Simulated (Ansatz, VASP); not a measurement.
# Cs: VASP beside Ansatz

The input INCAR:

```
SYSTEM = Cs
PREC     = Accurate       ! precision mode
ENCUT    = 520            ! plane-wave cutoff, eV
EDIFF    = 1E-6           ! SCF threshold, eV
ISMEAR   = 0              ! smearing method
SIGMA    = 0.1            ! smearing width, eV
LREAL    = .False.        ! projectors in reciprocal space
LASPH    = .True.         ! aspherical terms in the spheres
NELM     = 100            ! most SCF steps
ALGO     = Fast           ! electronic algorithm
ISIF     = 2              ! what is computed and relaxed
LWAVE    = .False.        ! write WAVECAR
LCHARG   = .True.         ! write CHGCAR
GGA      = PE             ! functional
LELF     = .True.         ! ELF
LVHAR    = .True.       
NBANDS   = 10             ! bands
```

KPOINTS

```
Automatic mesh
0
Gamma
  12 12 12
  0 0 0
```

File POSCAR:

```
Cs
1.0
    4.9881076269      0.0000000000      0.0000000000
    0.0000000000      4.9881076269      0.0000000000
    0.0000000000      0.0000000000      4.9881076269
Cs
1
Direct
    0.5000000000      0.5000000000      0.5000000000
```

Input for Ansatz:

```yaml
crystal:
  lattice:
    - [4.9881076269, 0.0, 0.0]
    - [0.0, 4.9881076269, 0.0]
    - [0.0, 0.0, 4.9881076269]
  atoms:
    - { symbol: Cs, position: [0.5, 0.5, 0.5] }
basis:
  ecutwfc: 420
kpoints:
  mp_grid: { grid: [12, 12, 12] }
hamiltonian:
  xc: pbe
scf:
  occupations: { method: gaussian, width: 0.1 }
output:
  forces: true
  stress: true
  eigenvalues: true
```

Alike in both runs: task single point; functional PBE; k mesh 12 × 12 × 12; occupations gaussian, width 0.1 eV; no spin polarisation.

|  | VASP | Ansatz |
| --- | --- | --- |
| version | VASP 6.6.1 | Ansatz 0.2.0 |
| potentials or method | VASP PAW PBE potentials, release 64 (Cs_sv), cutoff 520 eV | scalar-relativistic, plane waves, PAW |
| valence electrons in the cell | 9 | 9 |

```csv
,VASP,Ansatz,Ansatz less VASP
gap on the k mesh at the Fermi level (eV),none,none,-
pressure (GPa),0.0,0.1,+0.01
```

A gap of «none» marks a metal or a gap that the smearing closes. With one functional, cell and mesh, what is left measures potentials, basis and numerics.

Spin-orbit coupling is off throughout.
